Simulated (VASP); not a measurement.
AlFe3, 4 atoms in the cell. The structure is cubic, space group Fm-3m (No. 225). The conventional cell has a = 5.702 Å, b = 5.702 Å, c = 5.702 Å, α = 90.00°, β = 90.00°, γ = 90.00°. Within 3.3 Å of Al (site symmetry m-3m) lie 14 Fe at 2.47 to 2.85 Å. Within 3.3 Å of Fe (site symmetry m-3m) lie 8 Fe at 2.47 Å and 6 Al at 2.85 Å. Within 3.3 Å of Fe (site symmetry -43m) lie 4 Al at 2.47 Å and 10 Fe at 2.47 to 2.85 Å. 

| Property | Result |
| --- | --- |
| Program | VASP 6.6.1 |
| Task | single point |
| Functional | r2SCAN |
| Potentials or basis | VASP PAW PBE potentials, release 64 (Al, Fe) |
| Cutoff | 520 eV |
| k mesh | 12 × 12 × 12 |
| Occupations | gaussian, width 0.05 eV |
| Spin | collinear spin, ferromagnetic start |
| Starting moments | [0.0, 2.87, 2.84, 2.84] μB |
| Dipole correction | no |
| Further INCAR settings | ALGO = Normal; EDIFF = 1e-06; NBANDS = 26 |

Potentials or basis: VASP PAW PBE potentials, release 64 (Al, Fe).

Command:

```sh
$ cat potpaw_PBE.64/Al/POTCAR potpaw_PBE.64/Fe/POTCAR > POTCAR
$ cp INCAR.step1 INCAR
$ mpirun -np 1 vasp_std > vasp.out
$ cp INCAR.step2 INCAR
$ mpirun -np 1 vasp_std > vasp.out
```

Hardware: 1 thread of Oxide Virtual Turin-like Processor, with other jobs on the host.

Task: How long does it take, and how much memory?

Result: Wall time 18 min on 1 thread of Oxide Virtual Turin-like Processor, on a shared host, peak memory 0.26 GiB. Counts: k points 72.
